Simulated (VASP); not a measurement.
Runs of VASP 6.6.1 on BAs. It takes space group F-43m (No. 216, cubic). The conventional cell has a = 4.819 Å, b = 4.819 Å, c = 4.819 Å, α = 90.00°, β = 90.00°, γ = 90.00°. Within 2.8 Å of B (site symmetry -43m) lie 4 As at 2.09 Å. Within 2.8 Å of As (site symmetry -43m) lie 4 B at 2.09 Å. 

| task | level | potentials or basis | spin | cell | k mesh | cutoff (eV) | smearing | k mesh for the DOS | occupations for the DOS | gap on the mesh (eV) | pressure (GPa) | moment (μB) |
| --- | --- | --- | --- | --- | --- | --- | --- | --- | --- | --- | --- | --- |
| single point | BLYP | VASP PAW PBE potentials, release 64 (B, As) | off | as given | 6 × 6 × 6 | 520 | gaussian 0.1 eV | - | - | 1.50 | 4.9 | - |
| single point | BLYP | VASP PAW PBE potentials, release 64 (B, As) | collinear, zero start | as given | 6 × 6 × 6 | 500 | gaussian 0.1 eV | - | - | 1.50 | 4.9 | 0.00 |
| single point | PBE | VASP PAW PBE potentials, release 64 (B, As) | collinear, zero start | as given | 6 × 6 × 6 | 500 | gaussian 0.1 eV | - | - | 1.29 | -0.2 | 0.00 |
| relaxation of cell and atoms | BLYP | VASP PAW PBE potentials, release 64 (B, As) | off | relaxed to 5 GPa | 4 × 4 × 4 | 500 | tetrahedron | - | - | 1.68 | 5.3 | - |
| single point | r2SCAN | VASP PAW PBE potentials, release 64 (B, As) | off | as given | 1 × 1 × 1 | 550 | gaussian 0.1 eV | - | - | (a) | (b) | - |
| single point | PBE | VASP PAW PBE potentials, release 64 (B, As) | off | as given | 5 × 5 × 5 | 500 | gaussian 0.1 eV | - | - | 1.20 | -0.1 | - |

Fill in the values left out.

(a) 3.34; (b) 98.6.

Caveats: some runs use coarse meshes; the PAW data sets were made with another functional, which shifts forces and pressure a little (some runs); the relaxation stopped at its first step, so nothing moved (some runs); the cell is relaxed towards a set pressure, so the enthalpy falls and the energy may rise (some runs).

A k mesh can miss the band edges, and the runs leave out spin-orbit coupling on As.
